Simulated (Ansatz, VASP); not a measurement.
Two plane-wave programs on In

The input INCAR:

```
ALGO = Normal
EDIFF = 1E-7
EDIFFG = -0.005
ENCUT = 600
GGA = PS
IBRION = 2
ISIF = 3
ISMEAR = -1
LASPH = True
LCHARG = False
LREAL = False
LWAVE = False
NELM = 100
NSW = 60
PREC = Accurate
SIGMA = 0.08
```

File KPOINTS:

```
k-points
0
Gamma
  15 15 15
```

POSCAR

```
In
1.0
   -1.8561760959      1.8561760959      1.8561760959
    1.8561760959     -1.8561760959      1.8561760959
    1.8561760959      1.8561760959     -1.8561760959
In
1
Direct
    0.0000000000      0.0000000000      0.0000000000
```

Input for Ansatz:

```yaml
crystal:
  lattice:
    - [-1.8561760959, 1.8561760959, 1.8561760959]
    - [1.8561760959, -1.8561760959, 1.8561760959]
    - [1.8561760959, 1.8561760959, -1.8561760959]
  atoms:
    - { symbol: In, position: [0.0, 0.0, 0.0] }
kpoints:
  mp_grid: { grid: [15, 15, 15] }
scf:
  occupations: { method: fermi_dirac, width: 0.08 }
hamiltonian:
  xc: pbesol
  pseudopotentials: { kind: paw }
output:
  forces: true
  stress: true
  write_density: true
  write_potential: true
  elf: true
  volumetric_format: npy
relax:
  f_tol: 0.005
  max_steps: 40
  cell: {}
```

Alike in both runs: task relaxation of cell and atoms; functional PBEsol; k mesh 15 × 15 × 15; occupations fermi-dirac, width 0.08 eV; no spin polarisation.

|  | VASP | Ansatz |
| --- | --- | --- |
| version | VASP 6.6.1 | Ansatz 0.2.0 |
| potentials or method | VASP PAW PBE potentials, release 64 (In_d) | PAW with Ansatz's default frozen-core files, scalar-relativistic |
| plane-wave cutoff (eV) | 600 | 420 |
| valence electrons in the cell | 13 | 13 |

|  | VASP | Ansatz | Ansatz less VASP |
| --- | --- | --- | --- |
| relaxed volume (Å³/atom) | 25.80 | 25.77 | -0.025 |
| relaxed cell length with the largest relative difference (Å) | 3.224 | 3.223 | -0.0010 |

VASP's potentials were made for PBE, not for PBEsol.
